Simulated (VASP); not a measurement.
A run of VASP 6.6.1 is set up as follows.

The input INCAR:

```
SYSTEM = W
ALGO     = Normal         ! electronic algorithm
EDIFF    = 1E-6           ! SCF threshold, eV
EDIFFG   = -0.005         ! ionic threshold
ENCUT    = 600            ! plane-wave cutoff, eV
GGA      = PE             ! functional
IBRION   = 2              ! ionic algorithm
ISIF     = 3              ! what is computed and relaxed
ISMEAR   = -1             ! smearing method
LASPH    = .True.         ! aspherical terms in the spheres
LCHARG   = .False.        ! write CHGCAR
LREAL    = .False.        ! projectors in reciprocal space
LWAVE    = .False.        ! write WAVECAR
NELM     = 60             ! most SCF steps
NSW      = 32             ! ionic steps
PREC     = Accurate       ! precision mode
PSTRESS  = 1900.0       
SIGMA    = 0.1            ! smearing width, eV
```

File KPOINTS:

```
k-points
0
Gamma
  18 18 18
  0 0 0
```

File POSCAR:

```
W
1.0
    0.0000000000      1.7989993583      1.7989993583
    1.7989993583      0.0000000000      1.7989993583
    1.7989993583      1.7989993583      0.0000000000
W
1
Direct
    0.0000000000      0.0000000000      0.0000000000
```

Potentials or basis: VASP PAW PBE potentials, release 64 (W_sv).

Command:

```sh
$ cat potpaw_PBE.64/W_sv/POTCAR > POTCAR
$ mpirun -np 1 vasp_std > vasp.out
```

(1) Estimate the relaxed cell.

(2) Predict the space group after relaxing (to 0.1 Å).

## Answers

(1) a = 2.549 Å, b = 2.549 Å, c = 2.549 Å, α = 60.00°, β = 60.00°, γ = 60.00°.

(2) Fm-3m (No. 225).

Caveat: the cell is relaxed towards a set pressure, so the run minimises the enthalpy, not the energy.
